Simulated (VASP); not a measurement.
Input of a VASP 6.6.1 run:

INCAR

```
SYSTEM = HfO2
PREC = Accurate
ENCUT = 520
EDIFF = 1E-6
ISMEAR = -1
SIGMA = 0.05
LREAL = .False.
LASPH = .True.
NELM = 80
ALGO = Normal
ISIF = 2
LWAVE = .False.
LCHARG = .False.
GGA = PE
NBANDS = 56
```

Contents of KPOINTS:

```
regular mesh
0
Gamma
  5 5 5
  0 0 0
```

POSCAR

```
HfO2
1.0
    5.1518950275      0.0000000000      0.0000000000
    0.0000000000      5.2200433850      0.0000000000
   -0.8643497359      0.0000000000      5.2483970684
Hf O
4 8
Direct
    0.2755000000      0.4603000000      0.7080000000
    0.7245000000      0.9603000000      0.7920000000
    0.7245000000      0.5397000000      0.2920000000
    0.2755000000      0.0397000000      0.2080000000
    0.0742000000      0.1684000000      0.8467000000
    0.9258000000      0.6684000000      0.6533000000
    0.9258000000      0.8316000000      0.1533000000
    0.0742000000      0.3316000000      0.3467000000
    0.4487000000      0.7419000000      0.9801000000
    0.5513000000      0.2419000000      0.5199000000
    0.5513000000      0.2581000000      0.0199000000
    0.4487000000      0.7581000000      0.4801000000
```

Potentials or basis: VASP PAW PBE potentials, release 64 (Hf_pv, O).

Command:

```bash
$ cat potpaw_PBE.64/Hf_pv/POTCAR potpaw_PBE.64/O/POTCAR > POTCAR
$ mpirun -np 1 vasp_std > vasp.out
```

Question: What does it give for the band gap on the k mesh?

Answer: 4.09 eV (least direct gap 4.16 eV).

Question: What does it give for the pressure?

Answer: -2.1 GPa.

Stress tensor (GPa, compression positive):
```
-2.07  0.00 -0.04
 0.00 -2.90  0.00
-0.04  0.00 -1.33
```

Caveat: spin-orbit coupling is left out, which moves the levels of the heavy elements; an odd mesh through Γ misses points on the zone boundary, where band edges can lie. A hybrid or GW would open this gap; PBE tends to underestimate it.
